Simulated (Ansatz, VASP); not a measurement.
# One calculation of TaSiO4, two programs

```
Ta Si O
1.0
     3.39805    0.00000    0.00000
     0.00000    3.39805    0.00000
     0.00000    0.00000    4.89089
Ta Si O
1 1 4
Direct
  0.50000 0.50000 0.50000
  0.00000 0.00000 0.00000
  0.50000 0.00000 0.75916
  0.00000 0.50000 0.24084
  0.50000 0.00000 0.24084
  0.00000 0.50000 0.75916
```

Change from the starting cell: species swapped into the GdYH4 type (P4/mmm, No. 123).

Alike in both runs: functional PBE; k mesh 12 × 12 × 8; occupations gaussian, width 0.1 eV; no spin polarisation.

Ansatz relaxed the structure, and its values are those at the end. VASP's run is a single point on that final structure, the one shown.

|  | VASP | Ansatz |
| --- | --- | --- |
| version | VASP 6.6.1 | Ansatz 0.2.0 |
| potentials or method | VASP PAW PBE potentials, release 64 (Ta_pv, Si, O), cutoff 520 eV | scalar-relativistic, plane waves, PAW |
| valence electrons in the cell | 39 | 41 |

Ansatz gave:

* gap on the k mesh at the Fermi level (eV): none
* pressure (GPa): 0.0
* rms of the force components (eV/Å): 0.000

**Question.** What did VASP give for the same quantities?

**Answer.** gap on the k mesh at the Fermi level (eV): none; pressure (GPa): 0.6; rms of the force components (eV/Å): 0.014.

A gap of «none» marks a metal or a gap that the smearing closes. VASP's potentials hold 39 valence electrons a cell and Ansatz's 41, so a difference there can come from the potentials and not from the codes.

Spin-orbit coupling is off throughout.
